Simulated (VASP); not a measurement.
# Ge (I4_1/amd) in VASP: further runs

Runs on Ge. Level: r2SCAN. Tasks: single point.

All numbers are computed with VASP 6.6.1; they aren't measurements. Logs are shortened: lines on timing, memory, paths and dates and some standing lists are left out, and cuts for length are marked.

### 1 The cell of the first run

Symmetry: I4_1/amd, No. 141, tetragonal system. The conventional cell has a = 5.149 Å, b = 5.149 Å, c = 2.795 Å, α = 90.00°, β = 90.00°, γ = 90.00°. Within 3.5 Å of Ge (site symmetry -4m2) lie 10 Ge at 2.67 to 3.32 Å.

### 2 Single point, r2SCAN

POSCAR

```
Ge
1.0
   -2.5744900000      2.5744900000      1.3974150000
    2.5744900000     -2.5744900000      1.3974150000
    2.5744900000      2.5744900000     -1.3974150000
Ge
2
Direct
    0.2500000000      0.7500000000      0.5000000000
    0.5000000000      0.5000000000      0.0000000000
```

INCAR.step1

```
SYSTEM = Ge
ALGO = Normal
EDIFF = 1E-5
ENCUT = 550
GGA = PE
GGA_COMPAT = .FALSE.
ISMEAR = -1
ISYM = 0
LASPH = .TRUE.
LCHARG = .FALSE.
LREAL = .FALSE.
LWAVE = .TRUE.
NBANDS = 21
NELM = 120
PREC = Accurate
SIGMA = 0.2
```

INCAR.step2

```
SYSTEM = Ge
ALGO = Normal
EDIFF = 1E-6
ENCUT = 550
GGA_COMPAT = .FALSE.
ISIF = 2
ISMEAR = -1
ISTART = 1
ISYM = 0
LASPH = .TRUE.
LCHARG = .TRUE.
LELF = .TRUE.
LMIXTAU = .TRUE.
LREAL = .FALSE.
LVHAR = .TRUE.
LWAVE = .FALSE.
METAGGA = R2SCAN
NBANDS = 21
NELM = 120
PREC = Accurate
SIGMA = 0.2
```

KPOINTS

```
k-points
0
G
  12 12 8
  0 0 0
```

Potentials or basis: VASP PAW PBE potentials, release 64 (Ge_d).

Command:

```
$ cat potpaw_PBE.64/Ge_d/POTCAR > POTCAR
$ cp INCAR.step1 INCAR
$ mpirun -np 1 vasp_std > vasp.out
$ cp INCAR.step2 INCAR
$ mpirun -np 1 vasp_std > vasp.out
```

OUTCAR:

```text
SYSTEM = Ge
   EDIFF = 1E-6
   ENCUT = 550
   ISIF = 2
   ISMEAR = -1
   ISTART = 1
   ISYM = 0
   LASPH = .TRUE.
   LREAL = .FALSE.
   METAGGA = R2SCAN
   NELM = 120
   PREC = Accurate

 ion  position               nearest neighbor table
   1  0.250  0.750  0.500-   2 2.67   2 2.67   2 2.67   2 2.67
   2  0.500  0.500  0.000-   1 2.67   1 2.67   1 2.67   1 2.67

IMPORTANT INFORMATION: All symmetrisations will be switched off!
NOSYMM: (Re-)initialisation of all symmetry stuff for point group C_1.

----------------------------------------------------------------------------------------

                                     Primitive cell

  volume of cell :      37.0483

  direct lattice vectors                    reciprocal lattice vectors
    -2.574490000  2.574490000  1.397415000     0.000000000  0.194213223  0.357803516
     2.574490000 -2.574490000  1.397415000     0.194213223  0.000000000  0.357803516
     2.574490000  2.574490000 -1.397415000     0.194213223  0.194213223  0.000000000

  length of vectors
     3.899841818  3.899841818  3.899841818     0.407114396  0.407114396  0.274658974

  position of ions in fractional coordinates (direct lattice)
     0.250000000  0.750000000  0.500000000
     0.500000000  0.500000000  0.000000000

  ion indices of the primitive-cell ions
   primitive index   ion index
                 1           1
                 2           2

----------------------------------------------------------------------------------------

 KPOINTS: k-points

Automatic generation of k-mesh.
 Grid dimensions read from file:
 generate k-points for:   12   12    8

 Generating k-lattice:

  Cartesian coordinates                     Fractional coordinates (reciprocal lattice)
     0.000000000  0.016184435  0.029816960     0.083333333  0.000000000 -0.000000000
     0.016184435  0.000000000  0.029816960     0.000000000  0.083333333 -0.000000000
     0.024276653  0.024276653  0.000000000     0.000000000  0.000000000  0.125000000

  Length of vectors
     0.033926200  0.033926200  0.034332372

  Shift w.r.t. Gamma in fractional coordinates (k-lattice)
     0.000000000  0.000000000  0.000000000

 -----------------------------------------------------------------------------
|                                                                             |
|           W    W    AA    RRRRR   N    N  II  N    N   GGGG   !!!           |
|           W    W   A  A   R    R  NN   N  II  NN   N  G    G  !!!           |
[... 67 lines left out ...]
   NELM   =    120;   NELMIN=  2; NELMDL=  0     # of ELM steps
   EDIFF  = 0.1E-05   stopping-criterion for ELM
   LREAL  =      F    real-space projection
   EDIFFG = 0.1E-04   stopping-criterion for IOM
   NSW    =      0    number of steps for IOM
   IBRION =     -1    ionic relax: 0-MD 1-quasi-New 2-CG
   NFREE  =      0    steps in history (QN), initial steepest desc. (CG)
   ISIF   =      2    stress and relaxation
   ISYM   =      0    0-nonsym 1-usesym 2-fastsym
   POTIM  = 0.5000    time-step for ionic-motion
   TEBEG  =    0.0;   TEEND  =   0.0 temperature during run
   PSTRESS=    0.0 pullay stress
   NELECT =      28.0000    total number of electrons
   NUPDOWN=      -1.0000    fix difference up-down
   EMIN   =  10.00;   EMAX   =-10.00  energy-range for DOS
   EFERMI =   0.00;   METHOD = LEGACY
   ISMEAR =    -1;   SIGMA  =   0.20  broadening in eV -4-tet -1-fermi 0-gaus
   EFERMI_NEDOS =   21; number of points for ismear=-14 and -15
   IALGO  =     38    algorithm
   IMIX   =      4    mixing-type and parameters
     AMIX     =   0.40;   BMIX     =  1.00
     AMIX_MAG =   1.60;   BMIX_MAG =  1.00
  volume/ion in A,a.u.               =      18.52       125.01
  Fermi-wavevector in a.u.,A,eV,Ry     =   1.491208  2.817975 30.255295  2.223701
  Thomas-Fermi vector in A             =   2.603892
   LORBIT       =      0    0 simple, 1 ext, 2 COOP (PROOUT), +10 PAW based schemes
   METAGGA = R2SCAN    functional components
   LHFCALC =     F    Hartree Fock is set to
   AEXX    =    0.0000 exact exchange contribution
   IVDW    =     0    specifies the selected vdW correction
   LEPSILON=     F    determine dielectric tensor
   LRPA    =     F    only Hartree local field effects (RPA)
 non-spin polarized calculation
  energy-cutoff  :      550.00
  volume of cell :       37.05
 maximum number of plane-waves:      1109
 NGX is ok and might be reduce to    30
   NGX = 15   NGY = 15   NGZ = 15

 number of electron      28.0000028 magnetization

 Free energy of the ion-electron system (eV)
  ---------------------------------------------------
  ext. energy  EPLUGINS =         0.00000000
  ---------------------------------------------------
  free energy    TOTEN  =       -27.07441912 eV

  energy without entropy =      -26.98060986  energy(sigma->0) =      -27.02751449

 E-fermi :   6.6701     XC(G=0): -12.3778

 val. band max:        6.6327884978   @ k =   0.3333   0.0833   0.5000
 cond. band min:       6.6761191426   @ k =   0.3333   0.1667   0.0000
 fundamental gap:      0.0433306448
 Fermi energy:         6.6701075624

 k-point     1 :       0.0000    0.0000    0.0000
  band No.  band energies     occupation
      1     -18.8077      2.00000
      2     -18.7613      2.00000
      3     -18.7288      2.00000
      4     -18.7249      2.00000
      5     -18.6130      2.00000
      6     -18.6126      2.00000
[... 565 lines left out ...]
     20      18.4770      0.00000
     21      19.2449      0.00000

 [... further k-points ...]

------------------------ aborting loop because EDIFF is reached ----------------------------------------

  FORCE on cell =-STRESS in cart. coord.  units (eV):
  Direction    XX          YY          ZZ          XY          YZ          ZX
  --------------------------------------------------------------------------------------
  -------------------------------------------------------------------------------------
  Total        0.1045540      0.1045549      0.3267848      0.0039389      0.0087528      0.0087533
  in kB        4.5215083      4.5215473     14.1320311      0.1703386      0.3785226      0.3785444
  external PRESSURE =       7.7250289 kB  Pullay stress =       0.0000000 kB

 VOLUME and BASIS-vectors are now :
 -----------------------------------------------------------------------------
  energy-cutoff  :      550.00
  volume of cell :       37.05
      direct lattice vectors                 reciprocal lattice vectors
    -2.574490000  2.574490000  1.397415000     0.000000000  0.194213223  0.357803516
     2.574490000 -2.574490000  1.397415000     0.194213223  0.000000000  0.357803516
     2.574490000  2.574490000 -1.397415000     0.194213223  0.194213223  0.000000000

 POSITION                                       TOTAL-FORCE (eV/Angst)
 -----------------------------------------------------------------------------------
      2.57449      0.00000      0.69871        -0.002811      0.002811     -0.000001
      0.00000      0.00000      1.39742         0.002811     -0.002811      0.000001
 -----------------------------------------------------------------------------------
    total drift:                               -0.000000      0.000000     -0.000000

  FREE ENERGIE OF THE ION-ELECTRON SYSTEM (eV)
  ---------------------------------------------------
  free  energy   TOTEN  =       -27.0744191244 eV

  energy  without entropy=      -26.9806098644  energy(sigma->0) =      -27.02751449
```

It took 16 min on 1 thread of AMD EPYC 9R45 (Zen 5), shared host; peak memory 0.44 GiB.

What came out:

```yaml
Free_energy: -27.0744 eV
Pressure: 0.8 GPa
Largest_force: 0.004 eV/Å
Band_gap_on_the_k_mesh: zero (bands 14 and 15 overlap by 5.53 eV)
```

Forces on the atoms (eV/Å):
```
Ge  -0.003  0.003  0.000
Ge   0.003 -0.003  0.000
```

Stress tensor (GPa, compression positive):
```
0.45 0.02 0.04
0.02 0.45 0.04
0.04 0.04 1.41
```

Levels at points of the mesh, in eV from the Fermi level:
```
           k point  band 10  band 11  band 12  band 13  band 14  band 15  band 16  band 17  band 18  band 19
(0.00, 0.00, 0.00)   -25.14   -13.92    -4.11    -2.53    -2.53     3.76     7.98     7.98     8.59     8.81
(0.50, 0.00, 0.00)   -25.19    -8.37    -6.65    -2.65    -2.18    -1.47     2.82     3.79     5.86     9.42
(0.00, 0.50, 0.00)   -25.19    -8.37    -6.65    -2.65    -2.18    -1.47     2.82     3.79     5.86     9.42
(0.50, 0.50, 0.00)   -25.23   -11.04   -11.04     0.58     0.58     2.18     2.18     8.02     8.02    12.02
(0.00, 0.00, 0.50)   -25.23   -11.04   -11.04     0.58     0.58     2.18     2.18     8.02     8.02    12.02
(0.50, 0.00, 0.50)   -25.19    -8.37    -6.65    -2.65    -2.18    -1.47     2.82     3.79     5.86     9.42
(0.00, 0.50, 0.50)   -25.19    -8.37    -6.65    -2.65    -2.18    -1.47     2.82     3.79     5.86     9.42
(0.50, 0.50, 0.50)   -25.27    -9.27    -9.27    -6.15    -6.15     6.54     6.54    11.64    11.64    16.16
```

Caveat: the PAW data sets were made with another functional, which shifts forces and pressure a little.

### 3 Single point, r2SCAN

POSCAR is that of step 2.

INCAR.step1

```
  PREC = Accurate
  ENCUT = 550
  ISMEAR = -1
  SIGMA = 0.05
  LREAL = False
  LASPH = True
  NELM = 120
  NBANDS = 21
  ISYM = 0
  GGA = PE
  ALGO = Normal
  EDIFF = 1E-5
  LWAVE = True
  LCHARG = False
  GGA_COMPAT = False
```

INCAR.step2

```
  PREC = Accurate
  ENCUT = 550
  EDIFF = 1E-6
  ISMEAR = -1
  SIGMA = 0.05
  LREAL = False
  LASPH = True
  NELM = 120
  ALGO = Normal
  ISIF = 2
  LWAVE = False
  LCHARG = False
  METAGGA = R2SCAN
  LMIXTAU = True
  NBANDS = 21
  ISYM = 0
  ISTART = 1
  GGA_COMPAT = False
```

KPOINTS

```
Automatic mesh
0
Gamma
  12 12 8
```

Potentials or basis: VASP PAW PBE potentials, release 64 (Ge_d).

Command:

```
$ cat potpaw_PBE.64/Ge_d/POTCAR > POTCAR
$ cp INCAR.step1 INCAR
$ mpirun -np 1 vasp_std > vasp.out
$ cp INCAR.step2 INCAR
$ mpirun -np 1 vasp_std > vasp.out
```

OUTCAR:

```text
PREC = Accurate
   ENCUT = 550
   EDIFF = 1E-6
   ISMEAR = -1
   LREAL = False
   LASPH = True
   NELM = 120
   ISIF = 2
   METAGGA = R2SCAN
   ISYM = 0
   ISTART = 1

 ion  position               nearest neighbor table
   1  0.250  0.750  0.500-   2 2.67   2 2.67   2 2.67   2 2.67
   2  0.500  0.500  0.000-   1 2.67   1 2.67   1 2.67   1 2.67

IMPORTANT INFORMATION: All symmetrisations will be switched off!
NOSYMM: (Re-)initialisation of all symmetry stuff for point group C_1.

----------------------------------------------------------------------------------------

                                     Primitive cell

  volume of cell :      37.0483

  direct lattice vectors                    reciprocal lattice vectors
    -2.574490000  2.574490000  1.397415000     0.000000000  0.194213223  0.357803516
     2.574490000 -2.574490000  1.397415000     0.194213223  0.000000000  0.357803516
     2.574490000  2.574490000 -1.397415000     0.194213223  0.194213223  0.000000000

  length of vectors
     3.899841818  3.899841818  3.899841818     0.407114396  0.407114396  0.274658974

  position of ions in fractional coordinates (direct lattice)
     0.250000000  0.750000000  0.500000000
     0.500000000  0.500000000  0.000000000

  ion indices of the primitive-cell ions
   primitive index   ion index
                 1           1
                 2           2

----------------------------------------------------------------------------------------

 KPOINTS: Automatic mesh

Automatic generation of k-mesh.
 Grid dimensions read from file:
 generate k-points for:   12   12    8

 Generating k-lattice:

  Cartesian coordinates                     Fractional coordinates (reciprocal lattice)
     0.000000000  0.016184435  0.029816960     0.083333333  0.000000000 -0.000000000
[... 95 lines left out ...]
   EFERMI =   0.00;   METHOD = LEGACY
   ISMEAR =    -1;   SIGMA  =   0.05  broadening in eV -4-tet -1-fermi 0-gaus
   EFERMI_NEDOS =   21; number of points for ismear=-14 and -15
   IALGO  =     38    algorithm
   IMIX   =      4    mixing-type and parameters
     AMIX     =   0.40;   BMIX     =  1.00
     AMIX_MAG =   1.60;   BMIX_MAG =  1.00
  volume/ion in A,a.u.               =      18.52       125.01
  Fermi-wavevector in a.u.,A,eV,Ry     =   1.491208  2.817975 30.255295  2.223701
  Thomas-Fermi vector in A             =   2.603892
   LORBIT       =      0    0 simple, 1 ext, 2 COOP (PROOUT), +10 PAW based schemes
   METAGGA = R2SCAN    functional components
   LHFCALC =     F    Hartree Fock is set to
   AEXX    =    0.0000 exact exchange contribution
   IVDW    =     0    specifies the selected vdW correction
   LEPSILON=     F    determine dielectric tensor
   LRPA    =     F    only Hartree local field effects (RPA)
 non-spin polarized calculation
  energy-cutoff  :      550.00
  volume of cell :       37.05
 maximum number of plane-waves:      1109
 NGX is ok and might be reduce to    30
   NGX = 15   NGY = 15   NGZ = 15

 number of electron      28.0000028 magnetization

 Free energy of the ion-electron system (eV)
  ---------------------------------------------------
  ext. energy  EPLUGINS =         0.00000000
  ---------------------------------------------------
  free energy    TOTEN  =       -27.03254153 eV

  energy without entropy =      -27.02735588  energy(sigma->0) =      -27.02994870

 E-fermi :   6.6480     XC(G=0): -12.3782

 val. band max:        6.6327509661   @ k =   0.3333   0.0833   0.5000
 cond. band min:       6.6761156986   @ k =   0.3333   0.1667   0.0000
 fundamental gap:      0.0433647325
 Fermi energy:         6.6479516440

 k-point     1 :       0.0000    0.0000    0.0000
  band No.  band energies     occupation
      1     -18.8093      2.00000
      2     -18.7642      2.00000
      3     -18.7318      2.00000
      4     -18.7265      2.00000
      5     -18.6161      2.00000
      6     -18.6148      2.00000
[... 565 lines left out ...]
     20      18.4772      0.00000
     21      19.2449      0.00000

 [... further k-points ...]

------------------------ aborting loop because EDIFF is reached ----------------------------------------

  FORCE on cell =-STRESS in cart. coord.  units (eV):
  Direction    XX          YY          ZZ          XY          YZ          ZX
  --------------------------------------------------------------------------------------
  -------------------------------------------------------------------------------------
  Total        0.1176225      0.1176231      0.1333346      0.0128328     -0.0086908     -0.0086903
  in kB        5.0866635      5.0866899      5.7661477      0.5549616     -0.3758379     -0.3758179
  external PRESSURE =       5.3131670 kB  Pullay stress =       0.0000000 kB

 VOLUME and BASIS-vectors are now :
 -----------------------------------------------------------------------------
  energy-cutoff  :      550.00
  volume of cell :       37.05
      direct lattice vectors                 reciprocal lattice vectors
    -2.574490000  2.574490000  1.397415000     0.000000000  0.194213223  0.357803516
     2.574490000 -2.574490000  1.397415000     0.194213223  0.000000000  0.357803516
     2.574490000  2.574490000 -1.397415000     0.194213223  0.194213223  0.000000000

 POSITION                                       TOTAL-FORCE (eV/Angst)
 -----------------------------------------------------------------------------------
      2.57449      0.00000      0.69871        -0.007109      0.007109     -0.000001
      0.00000      0.00000      1.39742         0.007109     -0.007109      0.000001
 -----------------------------------------------------------------------------------
    total drift:                               -0.000000      0.000000     -0.000000

  FREE ENERGIE OF THE ION-ELECTRON SYSTEM (eV)
  ---------------------------------------------------
  free  energy   TOTEN  =       -27.0325415302 eV

  energy  without entropy=      -27.0273558767  energy(sigma->0) =      -27.02994870
```

OUTCAR.step1:

```text
PREC = Accurate
   ENCUT = 550
   ISMEAR = -1
   LREAL = False
   LASPH = True
[... 782 lines left out ...]
      2.57449      0.00000      0.69871        -0.003932      0.003927      0.000008
      0.00000      0.00000      1.39742         0.003932     -0.003927     -0.000008
 -----------------------------------------------------------------------------------
    total drift:                                0.000004      0.000010      0.000014

  FREE ENERGIE OF THE ION-ELECTRON SYSTEM (eV)
  ---------------------------------------------------
  free  energy   TOTEN  =        -8.5671324268 eV

  energy  without entropy=       -8.5615464037  energy(sigma->0) =       -8.56433942
```

OSZICAR.step1:

```text
N       E                     dE             d eps       ncg     rms          rms(c)
DAV:   1     0.179636150042E+03    0.17964E+03   -0.14544E+04 27805   0.397E+03
DAV:   2     0.157996886825E+02   -0.16384E+03   -0.15878E+03 24480   0.611E+02
DAV:   3    -0.790106605697E+01   -0.23701E+02   -0.23494E+02 27618   0.135E+02
DAV:   4    -0.857548083006E+01   -0.67441E+00   -0.67392E+00 27424   0.264E+01
DAV:   5    -0.858533027753E+01   -0.98494E-02   -0.98492E-02 27393   0.349E+00    0.212E+00
DAV:   6    -0.857260117232E+01    0.12729E-01   -0.18066E-02 33099   0.230E+00    0.120E+00
DAV:   7    -0.856727928733E+01    0.53219E-02   -0.13017E-02 32980   0.172E+00    0.111E-01
DAV:   8    -0.856712797687E+01    0.15131E-03   -0.19886E-03 30509   0.805E-01    0.406E-02
DAV:   9    -0.856713242683E+01   -0.44500E-05   -0.57134E-05 29567   0.107E-01
   1 F= -.85671324E+01 E0= -.85643394E+01  d E =-.558602E-02
```

It took 11 min on 1 thread of Intel Xeon 6975P-C (Granite Rapids), shared host; peak memory 0.47 GiB.

What came out:

```yaml
Free_energy: -27.0325 eV
Pressure: 0.5 GPa
Largest_force: 0.010 eV/Å
Band_gap_on_the_k_mesh: zero (bands 14 and 15 overlap by 5.54 eV)
```

Forces on the atoms (eV/Å):
```
Ge  -0.007  0.007  0.000
Ge   0.007 -0.007  0.000
```

Levels at points of the mesh, in eV from the Fermi level:
| k point | band 10 | band 11 | band 12 | band 13 | band 14 | band 15 | band 16 | band 17 | band 18 | band 19 |
| --- | --- | --- | --- | --- | --- | --- | --- | --- | --- | --- |
| (0.00, 0.00, 0.00) | -25.12 | -13.90 | -4.09 | -2.51 | -2.50 | 3.79 | 8.00 | 8.00 | 8.61 | 8.83 |
| (0.50, 0.00, 0.00) | -25.17 | -8.35 | -6.63 | -2.62 | -2.16 | -1.45 | 2.84 | 3.81 | 5.88 | 9.44 |
| (0.00, 0.50, 0.00) | -25.17 | -8.35 | -6.63 | -2.62 | -2.16 | -1.45 | 2.84 | 3.81 | 5.88 | 9.44 |
| (0.50, 0.50, 0.00) | -25.21 | -11.02 | -11.02 | 0.60 | 0.60 | 2.21 | 2.21 | 8.04 | 8.04 | 12.04 |
| (0.00, 0.00, 0.50) | -25.21 | -11.02 | -11.02 | 0.60 | 0.60 | 2.21 | 2.21 | 8.04 | 8.04 | 12.04 |
| (0.50, 0.00, 0.50) | -25.17 | -8.35 | -6.63 | -2.62 | -2.16 | -1.45 | 2.84 | 3.81 | 5.88 | 9.44 |
| (0.00, 0.50, 0.50) | -25.17 | -8.35 | -6.63 | -2.62 | -2.16 | -1.45 | 2.84 | 3.81 | 5.88 | 9.44 |
| (0.50, 0.50, 0.50) | -25.25 | -9.25 | -9.25 | -6.13 | -6.13 | 6.56 | 6.56 | 11.66 | 11.66 | 16.18 |

Caveat: the PAW data sets were made with another functional, which shifts forces and pressure a little.
